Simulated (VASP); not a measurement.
# Pb (Fm-3m) in VASP: notebook

Pb is run at these levels: PBEsol; tasks: single point.

Program: VASP 6.6.1. These are calculated values, not measurements. Logs are shortened: lines on timing, memory, paths and dates and some standing lists are left out, and cuts for length are marked.

**1. The cell of the first run**

Symmetry: Fm-3m, No. 225, cubic system. Conventional cell: a = 4.940 Å, b = 4.940 Å, c = 4.940 Å, α = 90.00°, β = 90.00°, γ = 90.00°. Pb (site symmetry m-3m) has 12 Pb at 3.49 Å within 4.6 Å.

**2. Single point, PBEsol**

Input file INCAR:

```
SYSTEM = Pb
ALGO = Fast
EDIFF = 1E-6
ENCUT = 520
GGA = PS
ISIF = 2
ISMEAR = 0
LASPH = .TRUE.
LCHARG = .TRUE.
LELF = .TRUE.
LREAL = .FALSE.
LVHAR = .TRUE.
LWAVE = .FALSE.
NBANDS = 13
NELM = 100
PREC = Accurate
SIGMA = 0.15
```

Input file KPOINTS:

```
k-points
0
G
  16 16 16
  0 0 0
```

Input file POSCAR:

```
Pb
1.0
    0.0000000000      2.4698000000      2.4698000000
    2.4698000000      0.0000000000      2.4698000000
    2.4698000000      2.4698000000      0.0000000000
Pb
1
Direct
    0.0000000000      0.0000000000      0.0000000000
```

Potentials or basis: VASP PAW PBE potentials, release 64 (Pb_d).

Command:

```sh
$ cat potpaw_PBE.64/Pb_d/POTCAR > POTCAR
$ mpirun -np 1 vasp_std > vasp.out
```

OUTCAR:

```text
SYSTEM = Pb
   EDIFF = 1E-6
   ENCUT = 520
   GGA = PS
   ISIF = 2
   ISMEAR = 0
   LASPH = .TRUE.
   LREAL = .FALSE.
   NELM = 100
   PREC = Accurate

 ion  position               nearest neighbor table
   1  0.000  0.000  0.000-

  LATTYP: Found a face centered cubic cell.
 ALAT       =     4.9396000000

  Lattice vectors:

 A1 = (   0.0000000000,   2.4698000000,   2.4698000000)
 A2 = (   2.4698000000,   0.0000000000,   2.4698000000)
 A3 = (   2.4698000000,   2.4698000000,   0.0000000000)

Analysis of symmetry for initial positions (statically):
=====================================================================
 Subroutine PRICEL returns:
 Original cell was already a primitive cell.

 Routine SETGRP: Setting up the symmetry group for a
 face centered cubic supercell.

 Subroutine GETGRP returns: Found 48 space group operations
 (whereof 48 operations were pure point group operations)
 out of a pool of 48 trial point group operations.

The static configuration has the point symmetry O_h .

Analysis of symmetry for dynamics (positions and initial velocities):
=====================================================================
 Subroutine PRICEL returns:
 Original cell was already a primitive cell.

 Routine SETGRP: Setting up the symmetry group for a
 face centered cubic supercell.

 Subroutine GETGRP returns: Found 48 space group operations
 (whereof 48 operations were pure point group operations)
 out of a pool of 48 trial point group operations.

The dynamic configuration has the point symmetry O_h .

 Subroutine INISYM returns: Found 48 space group operations
 (whereof 48 operations are pure point group operations),
 and found     1 'primitive' translations

----------------------------------------------------------------------------------------

                                     Primitive cell

  volume of cell :      30.1311

  direct lattice vectors                    reciprocal lattice vectors
     0.000000000  2.469800000  2.469800000    -0.202445542  0.202445542  0.202445542
     2.469800000  0.000000000  2.469800000     0.202445542 -0.202445542  0.202445542
     2.469800000  2.469800000  0.000000000     0.202445542  0.202445542 -0.202445542

  length of vectors
     3.492824656  3.492824656  3.492824656     0.350645965  0.350645965  0.350645965
[... 79 lines left out ...]
   EDIFF  = 0.1E-05   stopping-criterion for ELM
   LREAL  =      F    real-space projection
   EDIFFG = 0.1E-04   stopping-criterion for IOM
   NSW    =      0    number of steps for IOM
   IBRION =     -1    ionic relax: 0-MD 1-quasi-New 2-CG
   NFREE  =      0    steps in history (QN), initial steepest desc. (CG)
   ISIF   =      2    stress and relaxation
   ISYM   =      2    0-nonsym 1-usesym 2-fastsym
   POTIM  = 0.5000    time-step for ionic-motion
   TEBEG  =    0.0;   TEEND  =   0.0 temperature during run
   PSTRESS=    0.0 pullay stress
   NELECT =      14.0000    total number of electrons
   NUPDOWN=      -1.0000    fix difference up-down
   EMIN   =  10.00;   EMAX   =-10.00  energy-range for DOS
   EFERMI =   0.00;   METHOD = LEGACY
   ISMEAR =     0;   SIGMA  =   0.15  broadening in eV -4-tet -1-fermi 0-gaus
   EFERMI_NEDOS =   21; number of points for ismear=-14 and -15
   IALGO  =     68    algorithm
   IMIX   =      4    mixing-type and parameters
     AMIX     =   0.40;   BMIX     =  1.00
     AMIX_MAG =   1.60;   BMIX_MAG =  1.00
  volume/ion in A,a.u.               =      30.13       203.33
  Fermi-wavevector in a.u.,A,eV,Ry     =   1.267980  2.396135 21.875082  1.607773
  Thomas-Fermi vector in A             =   2.401099
   LORBIT       =      0    0 simple, 1 ext, 2 COOP (PROOUT), +10 PAW based schemes
   GGA     = PS    functional components
   LHFCALC =     F    Hartree Fock is set to
   AEXX    =    0.0000 exact exchange contribution
   IVDW    =     0    specifies the selected vdW correction
   LEPSILON=     F    determine dielectric tensor
   LRPA    =     F    only Hartree local field effects (RPA)
 non-spin polarized calculation
 RMM-DIIS sequential band-by-band and
 Gauss-broadening in eV      SIGMA  =   0.15
  energy-cutoff  :      520.00
  volume of cell :       30.13
 maximum number of plane-waves:       869
 NGX is ok and might be reduce to    28
   NGX = 13   NGY = 13   NGZ = 13

 number of electron      13.9999999 magnetization

 Free energy of the ion-electron system (eV)
  ---------------------------------------------------
  ext. energy  EPLUGINS =         0.00000000
  ---------------------------------------------------
  free energy    TOTEN  =        -4.00384056 eV

  energy without entropy =       -3.99903348  energy(sigma->0) =       -4.00143702

 E-fermi :   7.2189     XC(G=0): -10.3719

 val. band max:        7.2115251662   @ k =  -0.4375   0.3750   0.1875
 cond. band min:       7.2718652910   @ k =  -0.3125   0.3125   0.1250
 fundamental gap:      0.0603401248
 Fermi energy:         7.2189169341

 k-point     1 :       0.0000    0.0000    0.0000
  band No.  band energies     occupation
      1      -9.8229      2.00000
      2      -9.8229      2.00000
      3      -9.8229      2.00000
      4      -9.6783      2.00000
      5      -9.6783      2.00000
      6      -4.6405      2.00000
      7      14.6324      0.00000
      8      14.6324      0.00000
      9      14.6324      0.00000
     10      16.9393      0.00000
     11      18.5679      0.00000
     12      19.6966      0.00000
     13      19.6966      0.00000
[... 354 lines left out ...]
  band No.  band energies     occupation
      1      -9.8257      2.00000
      2      -9.8098      2.00000
      3      -9.8034      2.00000
      4      -9.6853      2.00000
      5      -9.6729      2.00000
      6      -4.4385      2.00000
      7      12.8176      0.00000
      8      13.6587      0.00000
      9      14.7153      0.00000
     10      16.7377      0.00000
     11      19.1581      0.00000
     12      19.7812      0.00000
     13      20.5674      0.00000

 [... further k-points ...]
[... 5 lines left out ...]
  --------------------------------------------------------------------------------------
  -------------------------------------------------------------------------------------
  Total       -0.0495862     -0.0495862     -0.0495862      0.0000000     -0.0000000      0.0000000
  in kB       -2.6366721     -2.6366721     -2.6366721      0.0000000     -0.0000000      0.0000000
  external PRESSURE =      -2.6366721 kB  Pullay stress =       0.0000000 kB

 VOLUME and BASIS-vectors are now :
 -----------------------------------------------------------------------------
  energy-cutoff  :      520.00
  volume of cell :       30.13
      direct lattice vectors                 reciprocal lattice vectors
     0.000000000  2.469800000  2.469800000    -0.202445542  0.202445542  0.202445542
     2.469800000  0.000000000  2.469800000     0.202445542 -0.202445542  0.202445542
     2.469800000  2.469800000  0.000000000     0.202445542  0.202445542 -0.202445542

 POSITION                                       TOTAL-FORCE (eV/Angst)
 -----------------------------------------------------------------------------------
      0.00000      0.00000      0.00000         0.000000      0.000000      0.000000
 -----------------------------------------------------------------------------------
    total drift:                               -0.000000     -0.000000     -0.000000

  FREE ENERGIE OF THE ION-ELECTRON SYSTEM (eV)
  ---------------------------------------------------
  free  energy   TOTEN  =        -4.0038405631 eV

  energy  without entropy=       -3.9990334798  energy(sigma->0) =       -4.00143702
```

OSZICAR:

```text
N       E                     dE             d eps       ncg     rms          rms(c)
DAV:   1     0.107311413426E+03    0.10731E+03   -0.71540E+03  3831   0.127E+03
DAV:   2     0.116910919667E+01   -0.10614E+03   -0.10279E+03  3945   0.313E+02
DAV:   3    -0.390065998594E+01   -0.50698E+01   -0.50458E+01  4665   0.734E+01
DAV:   4    -0.401585900283E+01   -0.11520E+00   -0.11516E+00  4664   0.118E+01
DAV:   5    -0.402122208887E+01   -0.53631E-02   -0.53628E-02  5256   0.237E+00    0.585E-01
RMM:   6    -0.400725938006E+01    0.13963E-01   -0.14939E-02  4517   0.177E+00    0.282E-01
RMM:   7    -0.400386253463E+01    0.33968E-02   -0.90777E-03  4563   0.107E+00    0.912E-02
RMM:   8    -0.400377790496E+01    0.84630E-04   -0.17415E-03  5416   0.627E-01    0.143E-02
RMM:   9    -0.400383178790E+01   -0.53883E-04   -0.56126E-04  5634   0.231E-01    0.148E-02
RMM:  10    -0.400383640016E+01   -0.46123E-05   -0.14739E-04  4897   0.213E-01    0.874E-03
RMM:  11    -0.400383927999E+01   -0.28798E-05   -0.74972E-05  5892   0.932E-02    0.198E-03
RMM:  12    -0.400384041299E+01   -0.11330E-05   -0.12286E-05  4240   0.369E-02    0.191E-03
RMM:  13    -0.400384056310E+01   -0.15011E-06   -0.25828E-06  2898   0.174E-02
   1 F= -.40038406E+01 E0= -.40014370E+01  d E =-.480708E-02
```

stdout:

```text
POSCAR found type information on POSCAR Pb
 POSCAR found :  1 types and       1 ions
 scaLAPACK will be used
 -----------------------------------------------------------------------------
|                                                                             |
|                                                                             |
|     You enforced a specific xc type in the INCAR file but a different       |
|     I HOPE YOU KNOW WHAT YOU ARE DOING!                                     |
|                                                                             |
 -----------------------------------------------------------------------------

 LDA part: xc-table for (Slater+PW92), standard interpolation
 POSCAR, INCAR and KPOINTS ok, starting setup
 FFT: planning ... GRIDC
 FFT: planning ... GRID_SOFT
 FFT: planning ... GRID
 WAVECAR not read
 entering main loop
```

Wall time 64 s (1 thread of Intel Xeon 6975P-C (Granite Rapids), shared host); peak memory 0.19 GiB.

Results:

```yaml
Free_energy: -4.0038 eV
Pressure: -0.3 GPa
Band_gap_on_the_k_mesh: zero (band 7 reaches 14.63 eV, above the bottom of band 8 at 5.45 eV)
```

Levels at points of the mesh, in eV from the Fermi level:
```csv
k point,band 5,band 6,band 7,band 8,band 9,band 10
"(0.00, 0.00, 0.00)",-16.90,-11.86,7.41,7.41,7.41,9.72
"(0.50, 0.00, 0.00)",-16.76,-8.19,-4.30,5.56,5.56,9.19
"(0.50, 0.50, 0.00)",-16.72,-6.76,-3.36,2.00,2.00,5.33
```

Caveat: the PAW data sets were made with another functional, which shifts forces and pressure a little; spin-orbit coupling is left out, which moves the levels of the heavy elements.

**3. Single point, PBEsol**

Input file INCAR:

```
SYSTEM = Pb
  ALGO = Fast
  EDIFF = 1E-7
  ENCUT = 520
  GGA = PS
  ISIF = 2
  ISMEAR = 0
  LASPH = .TRUE.
  LCHARG = .FALSE.
  LREAL = .FALSE.
  LWAVE = .FALSE.
  NBANDS = 13
  NELM = 60
  PREC = Accurate
  SIGMA = 0.15
```

Input file KPOINTS:

```
k-points
0
G
  18 18 18
  0 0 0
```

POSCAR is that of step 2.

Potentials or basis: VASP PAW PBE potentials, release 64 (Pb_d).

Command:

```sh
$ cat potpaw_PBE.64/Pb_d/POTCAR > POTCAR
$ mpirun -np 1 vasp_std > vasp.out
```

OUTCAR:

```text
SYSTEM = Pb
   EDIFF = 1E-7
   ENCUT = 520
   GGA = PS
   ISIF = 2
   ISMEAR = 0
   LASPH = .TRUE.
   LREAL = .FALSE.
   NELM = 60
   PREC = Accurate

 ion  position               nearest neighbor table
   1  0.000  0.000  0.000-

  LATTYP: Found a face centered cubic cell.
 ALAT       =     4.9396000000

  Lattice vectors:

 A1 = (   0.0000000000,   2.4698000000,   2.4698000000)
 A2 = (   2.4698000000,   0.0000000000,   2.4698000000)
 A3 = (   2.4698000000,   2.4698000000,   0.0000000000)

Analysis of symmetry for initial positions (statically):
=====================================================================
 Subroutine PRICEL returns:
 Original cell was already a primitive cell.

 Routine SETGRP: Setting up the symmetry group for a
 face centered cubic supercell.

 Subroutine GETGRP returns: Found 48 space group operations
 (whereof 48 operations were pure point group operations)
 out of a pool of 48 trial point group operations.

The static configuration has the point symmetry O_h .

Analysis of symmetry for dynamics (positions and initial velocities):
[... 161 lines left out ...]
 val. band max:        7.2086585468   @ k =  -0.3889   0.3333   0.1667
 cond. band min:       7.2139471397   @ k =  -0.2778   0.2778   0.0556
 fundamental gap:      0.0052885928
 Fermi energy:         7.2100967345

 k-point     1 :       0.0000    0.0000    0.0000
  band No.  band energies     occupation
      1      -9.8203      2.00000
      2      -9.8203      2.00000
      3      -9.8203      2.00000
      4      -9.6760      2.00000
      5      -9.6760      2.00000
      6      -4.6397      2.00000
      7      14.6332      0.00000
      8      14.6332      0.00000
      9      14.6332      0.00000
     10      16.9399      0.00000
     11      18.5685      0.00000
     12      19.6972      0.00000
     13      19.6972      0.00000
[... 354 lines left out ...]
  band No.  band energies     occupation
      1      -9.8283      2.00000
      2      -9.7804      2.00000
      3      -9.7779      2.00000
      4      -9.6637      2.00000
      5      -9.6279      2.00000
      6      -3.4656      2.00000
      7       8.2270      0.00000
      8      12.5600      0.00000
      9      14.1135      0.00000
     10      16.5889      0.00000
     11      18.3144      0.00000
     12      19.2276      0.00000
     13      20.8956      0.00000

 [... further k-points ...]
[... 5 lines left out ...]
  --------------------------------------------------------------------------------------
  -------------------------------------------------------------------------------------
  Total       -0.0437338     -0.0437338     -0.0437338     -0.0000000     -0.0000000     -0.0000000
  in kB       -2.3254793     -2.3254793     -2.3254793     -0.0000000     -0.0000000     -0.0000000
  external PRESSURE =      -2.3254793 kB  Pullay stress =       0.0000000 kB

 VOLUME and BASIS-vectors are now :
 -----------------------------------------------------------------------------
  energy-cutoff  :      520.00
  volume of cell :       30.13
      direct lattice vectors                 reciprocal lattice vectors
     0.000000000  2.469800000  2.469800000    -0.202445542  0.202445542  0.202445542
     2.469800000  0.000000000  2.469800000     0.202445542 -0.202445542  0.202445542
     2.469800000  2.469800000  0.000000000     0.202445542  0.202445542 -0.202445542

 POSITION                                       TOTAL-FORCE (eV/Angst)
 -----------------------------------------------------------------------------------
      0.00000      0.00000      0.00000        -0.000000      0.000000     -0.000000
 -----------------------------------------------------------------------------------
    total drift:                               -0.000000     -0.000000     -0.000000

  FREE ENERGIE OF THE ION-ELECTRON SYSTEM (eV)
  ---------------------------------------------------
  free  energy   TOTEN  =        -3.9996289528 eV

  energy  without entropy=       -3.9913483080  energy(sigma->0) =       -3.99548863
```

stdout:

```text
POSCAR found type information on POSCAR Pb
 POSCAR found :  1 types and       1 ions
 scaLAPACK will be used
 -----------------------------------------------------------------------------
|                                                                             |
|                                                                             |
|     You enforced a specific xc type in the INCAR file but a different       |
|     I HOPE YOU KNOW WHAT YOU ARE DOING!                                     |
|                                                                             |
 -----------------------------------------------------------------------------

 LDA part: xc-table for (Slater+PW92), standard interpolation
 POSCAR, INCAR and KPOINTS ok, starting setup
 FFT: planning ... GRIDC
 FFT: planning ... GRID_SOFT
 FFT: planning ... GRID
 WAVECAR not read
 entering main loop
WARNING in EDDRMM: call to ZHEGV failed, returncode =   8  4     12
WARNING in EDDRMM: call to ZHEGV failed, returncode =   8  4     13
WARNING in EDDRMM: call to ZHEGV failed, returncode =   6  3     12
WARNING in EDDRMM: call to ZHEGV failed, returncode =   8  4     12
WARNING in EDDRMM: call to ZHEGV failed, returncode =   6  3     12
WARNING in EDDRMM: call to ZHEGV failed, returncode =   6  3     13
```

Wall time 86 s (1 thread of Intel Xeon 6975P-C (Granite Rapids), shared host); peak memory 0.21 GiB.

What came out:

```yaml
Free_energy: -3.9996 eV
Pressure: -0.2 GPa
Band_gap_on_the_k_mesh: zero (band 7 reaches 14.63 eV, above the bottom of band 8 at 5.60 eV)
```

Caveat: the PAW data sets were made with another functional, which shifts forces and pressure a little; spin-orbit coupling is left out, which moves the levels of the heavy elements.
